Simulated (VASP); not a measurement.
MgO, 4 atoms in the cell. The structure is hexagonal, space group P6_3/mmc (No. 194). Conventional cell: a = 3.430 Å, b = 3.430 Å, c = 4.139 Å, α = 90.00°, β = 90.00°, γ = 120.00°. Within 2.6 Å of Mg (site symmetry -6m2) lie 5 O at 1.98 to 2.07 Å. Within 2.6 Å of O (site symmetry -6m2) lie 5 Mg at 1.98 to 2.07 Å. 

| Property | Result |
| --- | --- |
| Program | VASP 6.6.1 |
| Task | single point |
| Functional | PBE |
| Potentials or basis | VASP PAW PBE potentials, release 64 (Mg, O) |
| Cutoff | 600 eV |
| k mesh | 12 × 12 × 6 |
| Occupations | gaussian, width 0.01 eV |
| Spin | no spin polarisation |
| Dipole correction | no |
| Further INCAR settings | ALGO = Normal; EDIFF = 1e-06; NBANDS = 16 |

Potentials or basis: VASP PAW PBE potentials, release 64 (Mg, O).

Command:

```bash
$ cat potpaw_PBE.64/Mg/POTCAR potpaw_PBE.64/O/POTCAR > POTCAR
$ mpirun -np 1 vasp_std > vasp.out
```

Hardware: 1 thread of Intel(R) Xeon(R) 6975P-C (Granite Rapids) (shared host).

Task: How long does it take, and how much memory?

Result: Run time: 19 s on 1 thread of Intel(R) Xeon(R) 6975P-C (Granite Rapids) (shared host), peak memory 0.21 GiB. Counts: scf iterations 12, k points 76.
